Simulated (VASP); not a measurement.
# C in VASP: a series of runs

C is run at these levels: LDA; tasks: single point.

All numbers are computed with VASP 6.6.1; they aren't measurements. Logs are shortened: lines on timing, memory, paths and dates and some standing lists are left out, and cuts for length are marked.

## Step 1: The cell of the first run

The structure is monoclinic, space group C2/m (No. 12). Conventional cell: a = 2.446 Å, b = 6.719 Å, c = 2.444 Å, α = 90.00°, β = 120.01°, γ = 90.00°. Within 1.7 Å of C (site symmetry m) lie 3 C at 1.28 to 1.61 Å.

## Step 2: Single point, LDA (atom 1 (C) moved by (-0.200, +0.000) A along [1 1 0] and z)

INCAR

```
SYSTEM = C
ALGO = Normal
EDIFF = 1E-6
ENCUT = 520
ISIF = 2
ISMEAR = 0
LASPH = .True.
LCHARG = .False.
LREAL = .False.
LWAVE = .False.
NBANDS = 11
NELM = 60
PREC = Accurate
SIGMA = 0.03
```

KPOINTS

```
k-points
0
Gamma
  16 16 16
  0 0 0
```

POSCAR

```
C
1.0
    0.0000000000      2.1166507485      3.3597491838
    1.2227846672      0.0000000000      3.3597491838
    1.2227846672      2.1166507485      0.0000000000
C
2
Direct
    0.1911272747      0.8088727253      0.0754721148
    0.8332934344      0.1667065656      0.8332934344
```

Potentials or basis: VASP PAW LDA potentials, release 64 (C).

Command:

```sh
$ cat potpaw_LDA.64/C/POTCAR > POTCAR
$ mpirun -np 1 vasp_std > vasp.out
```

OUTCAR:

```text
SYSTEM = C
   EDIFF = 1E-6
   ENCUT = 520
   ISIF = 2
   ISMEAR = 0
   LASPH = .True.
   LREAL = .False.
   NELM = 60
   PREC = Accurate

 ion  position               nearest neighbor table
   1  0.191  0.809  0.075-   2 1.28   2 1.37   2 1.61
   2  0.833  0.167  0.833-   1 1.28   1 1.37   1 1.61

  LATTYP: Found a face centered orthorhombic cell.
 ALAT       =     2.4455693344
 B/A-ratio  =     1.7310085784
 C/A-ratio  =     2.7476212893

  Lattice vectors:

 A1 = (   0.0000000000,   2.1166507485,   3.3597491838)
 A2 = (   1.2227846672,   0.0000000000,   3.3597491838)
 A3 = (   1.2227846672,   2.1166507485,   0.0000000000)

Analysis of symmetry for initial positions (statically):
=====================================================================
 Subroutine PRICEL returns:
 Original cell was already a primitive cell.

 Routine SETGRP: Setting up the symmetry group for a
 face centered orthorhombic supercell.

 Subroutine GETGRP returns: Found  4 space group operations
 (whereof  2 operations were pure point group operations)
 out of a pool of  8 trial point group operations.

The static configuration has the point symmetry C_1h.
 The point group associated with its full space group is C_2h.

Analysis of symmetry for dynamics (positions and initial velocities):
=====================================================================
 Subroutine PRICEL returns:
 Original cell was already a primitive cell.

 Routine SETGRP: Setting up the symmetry group for a
 face centered orthorhombic supercell.

 Subroutine GETGRP returns: Found  4 space group operations
 (whereof  2 operations were pure point group operations)
 out of a pool of  8 trial point group operations.

The dynamic configuration has the point symmetry C_1h.
 The point group associated with its full space group is C_2h.

 Subroutine INISYM returns: Found  4 space group operations
 (whereof  2 operations are pure point group operations),
 and found     1 'primitive' translations

----------------------------------------------------------------------------------------

                                     Primitive cell

  volume of cell :      17.3915

  direct lattice vectors                    reciprocal lattice vectors
     0.000000000  2.116650749  3.359749184    -0.408902739  0.236222249  0.148820633
     1.222784667  0.000000000  3.359749184     0.408902739 -0.236222249  0.148820633
     1.222784667  2.116650749  0.000000000     0.408902739  0.236222249 -0.148820633

  length of vectors
     3.970909841  3.575348503  2.444465736     0.495126228  0.495126228  0.495126228

  position of ions in fractional coordinates (direct lattice)
     0.191127275  0.808872725  0.075472115
     0.833293434  0.166706566  0.833293434

  ion indices of the primitive-cell ions
   primitive index   ion index
                 1           1
                 2           2

----------------------------------------------------------------------------------------

 KPOINTS: k-points

Automatic generation of k-mesh.
 Grid dimensions read from file:
 generate k-points for:   16   16   16

 Generating k-lattice:

  Cartesian coordinates                     Fractional coordinates (reciprocal lattice)
    -0.025556421  0.014763891  0.009301290     0.062500000  0.000000000  0.000000000
     0.025556421 -0.014763891  0.009301290     0.000000000  0.062500000  0.000000000
     0.025556421  0.014763891 -0.009301290     0.000000000  0.000000000  0.062500000

  Length of vectors
     0.030945389  0.030945389  0.030945389

  Shift w.r.t. Gamma in fractional coordinates (k-lattice)
     0.000000000  0.000000000  0.000000000

 Subroutine IBZKPT returns following result:
 ===========================================

 Found   1098 irreducible k-points:

 Following reciprocal coordinates:
            Coordinates               Weight
  0.000000  0.000000  0.000000      1.000000
  0.062500  0.000000 -0.000000      4.000000
 -0.062500 -0.062500 -0.062500      4.000000
  0.125000  0.000000 -0.000000      4.000000
 -0.125000 -0.125000 -0.125000      4.000000
  0.187500  0.000000  0.000000      4.000000
[... 16 lines left out ...]
  0.250000  0.062500  0.000000      4.000000
 -0.250000 -0.250000 -0.187500      4.000000
 [... further k-points ...]
   k-points           NKPTS =   1098   k-points in BZ     NKDIM =   1098   number of bands    NBANDS=     11
   number of dos      NEDOS =    301   number of ions     NIONS =      2
   total plane-waves  NPLWV =  15120
   dimension x,y,z NGX =    30 NGY =   28 NGZ =   18
   dimension x,y,z NGXF=    60 NGYF=   56 NGZF=   36
   ions per type =               2
   NGX,Y,Z   is equivalent  to a cutoff of  12.56, 13.02, 12.24 a.u.
   NGXF,Y,Z  is equivalent  to a cutoff of  25.12, 26.04, 24.48 a.u.
 SYSTEM =  C
   PREC   = accura    normal or accurate (medium, high low for compatibility)
   ISTART =      0    job   : 0-new  1-cont  2-samecut
   ICHARG =      2    charge: 1-file 2-atom 10-const
   ISPIN  =      1    spin polarized calculation?
   LNONCOLLINEAR =      F non collinear calculations
   LSORBIT =      F    spin-orbit coupling
   LASPH  =      T    aspherical Exc in radial PAW
   ENCUT  =  520.0 eV  38.22 Ry    6.18 a.u.   7.38  6.65  4.55*2*pi/ulx,y,z
   NELM   =     60;   NELMIN=  2; NELMDL= -5     # of ELM steps
   EDIFF  = 0.1E-05   stopping-criterion for ELM
   LREAL  =      F    real-space projection
   EDIFFG = 0.1E-04   stopping-criterion for IOM
   NSW    =      0    number of steps for IOM
   IBRION =     -1    ionic relax: 0-MD 1-quasi-New 2-CG
   NFREE  =      0    steps in history (QN), initial steepest desc. (CG)
   ISIF   =      2    stress and relaxation
   ISYM   =      2    0-nonsym 1-usesym 2-fastsym
   POTIM  = 0.5000    time-step for ionic-motion
   TEBEG  =    0.0;   TEEND  =   0.0 temperature during run
   PSTRESS=    0.0 pullay stress
   NELECT =       8.0000    total number of electrons
   NUPDOWN=      -1.0000    fix difference up-down
   EMIN   =  10.00;   EMAX   =-10.00  energy-range for DOS
   EFERMI =   0.00;   METHOD = LEGACY
   ISMEAR =     0;   SIGMA  =   0.03  broadening in eV -4-tet -1-fermi 0-gaus
   EFERMI_NEDOS =   21; number of points for ismear=-14 and -15
   IALGO  =     38    algorithm
   IMIX   =      4    mixing-type and parameters
     AMIX     =   0.40;   BMIX     =  1.00
     AMIX_MAG =   1.60;   BMIX_MAG =  1.00
  volume/ion in A,a.u.               =       8.70        58.68
  Fermi-wavevector in a.u.,A,eV,Ry     =   1.263745  2.388132 21.729207  1.597052
  Thomas-Fermi vector in A             =   2.397086
   LORBIT       =      0    0 simple, 1 ext, 2 COOP (PROOUT), +10 PAW based schemes
   GGA     = CA    functional components
   LHFCALC =     F    Hartree Fock is set to
   AEXX    =    0.0000 exact exchange contribution
   IVDW    =     0    specifies the selected vdW correction
   LEPSILON=     F    determine dielectric tensor
   LRPA    =     F    only Hartree local field effects (RPA)
 non-spin polarized calculation
 Gauss-broadening in eV      SIGMA  =   0.03
  energy-cutoff  :      520.00
  volume of cell :       17.39
 maximum number of plane-waves:       487
 NGX is ok and might be reduce to    30
   NGX = 15   NGY = 13   NGZ =  9

 number of electron       8.0000000 magnetization

 Free energy of the ion-electron system (eV)
  ---------------------------------------------------
  ext. energy  EPLUGINS =         0.00000000
  ---------------------------------------------------
  free energy    TOTEN  =       -19.23768162 eV

  energy without entropy =      -19.23757620  energy(sigma->0) =      -19.23762891

 E-fermi :   4.5578     XC(G=0): -10.7787

 val. band max:        4.5467063665   @ k =  -0.1250   0.3750   0.4375
 cond. band min:       4.5668403961   @ k =  -0.1875   0.2500   0.3750
 fundamental gap:      0.0201340295
 Fermi energy:         4.5578375875

 k-point     1 :       0.0000    0.0000    0.0000
  band No.  band energies     occupation
      1     -15.0190      2.00000
      2      -2.1805      2.00000
      3      -1.1967      2.00000
      4       4.9895      0.00000
      5       8.5047      0.00000
      6       9.3130      0.00000
      7      16.5581      0.00000
      8      16.8762      0.00000
      9      18.3859      0.00000
     10      26.9528      0.00000
     11      28.9645      0.00000

 k-point     2 :       0.0625    0.0000   -0.0000
  band No.  band energies     occupation
      1     -14.9246      2.00000
      2      -2.0948      2.00000
      3      -1.4035      2.00000
      4       4.5952      0.07787
      5       8.6375      0.00000
      6       9.5351      0.00000
      7      16.1650      0.00000
      8      17.2320      0.00000
      9      18.4562      0.00000
     10      27.3001      0.00000
     11      28.3902      0.00000

 k-point     3 :      -0.0625   -0.0625   -0.0625
  band No.  band energies     occupation
      1     -14.9209      2.00000
      2      -2.1068      2.00000
      3      -1.3034      2.00000
      4       4.2264      2.00000
      5       8.5941      0.00000
      6       9.9087      0.00000
      7      16.3017      0.00000
      8      17.1695      0.00000
      9      18.4609      0.00000
     10      27.2997      0.00000
     11      27.9330      0.00000
[... 267 lines left out ...]
 k-point    23 :       0.2500    0.0625    0.0000
  band No.  band energies     occupation
      1     -14.1374      2.00000
      2      -2.8713      2.00000
      3      -1.7028      2.00000
      4       2.4496      2.00000
      5      10.1294      0.00000
      6      10.7993      0.00000
      7      13.5879      0.00000
      8      19.1990      0.00000
      9      19.5913      0.00000
     10      25.4348      0.00000
     11      28.9987      0.00000

 k-point    24 :      -0.2500   -0.2500   -0.1875
  band No.  band energies     occupation
      1     -14.1044      2.00000
      2      -2.0269      2.00000
      3      -1.8038      2.00000
      4       0.6717      2.00000
      5      10.3645      0.00000
      6      11.6335      0.00000
      7      14.5078      0.00000
      8      18.7709      0.00000
      9      19.8909      0.00000
     10      24.0151      0.00000
     11      29.1367      0.00000

 [... further k-points ...]

------------------------ aborting loop because EDIFF is reached ----------------------------------------

  FORCE on cell =-STRESS in cart. coord.  units (eV):
  Direction    XX          YY          ZZ          XY          YZ          ZX
  --------------------------------------------------------------------------------------
  -------------------------------------------------------------------------------------
  Total        0.5344895      4.8533077     -0.0755927     -1.6371618      0.0000000      0.0000000
  in kB       49.2395088    447.1079214     -6.9639259   -150.8224994      0.0000000      0.0000000
  external PRESSURE =     163.1278347 kB  Pullay stress =       0.0000000 kB

 VOLUME and BASIS-vectors are now :
 -----------------------------------------------------------------------------
  energy-cutoff  :      520.00
  volume of cell :       17.39
      direct lattice vectors                 reciprocal lattice vectors
     0.000000000  2.116650749  3.359749184    -0.408902739  0.236222249  0.148820633
     1.222784667  0.000000000  3.359749184     0.408902739 -0.236222249  0.148820633
     1.222784667  2.116650749  0.000000000     0.408902739  0.236222249 -0.148820633

 POSITION                                       TOTAL-FORCE (eV/Angst)
 -----------------------------------------------------------------------------------
      1.08136      0.56430      3.35975         4.735972      7.488011      0.000000
      1.22278      3.52758      3.35975        -4.735972     -7.488011      0.000000
 -----------------------------------------------------------------------------------
    total drift:                                0.000004      0.000002     -0.000001

  FREE ENERGIE OF THE ION-ELECTRON SYSTEM (eV)
  ---------------------------------------------------
  free  energy   TOTEN  =       -19.2376816244 eV

  energy  without entropy=      -19.2375761967  energy(sigma->0) =      -19.23762891
```

It took 2.9 min on 1 thread of AMD EPYC 7R13 (Zen 3), shared host; peak memory 0.23 GiB.

Results:

```yaml
Free_energy: -19.2377 eV
Pressure: 16.3 GPa
Largest_force: 8.860 eV/Å
Band_gap_on_the_k_mesh: zero (bands 4 and 5 overlap by 0.91 eV)
```

Forces on the atoms (eV/Å):
```
C    4.736  7.488  0.000
C   -4.736 -7.488  0.000
```

Caveat: the cell differs from its parent crystal (atom 1 (C) moved by (-0.200, +0.000) A along [1 1 0] and z); the cell stands under pressure; forces of over 1 eV/Å act on the atoms, so gaps and moduli don't describe the material at rest.

[end of part 1 of 2]
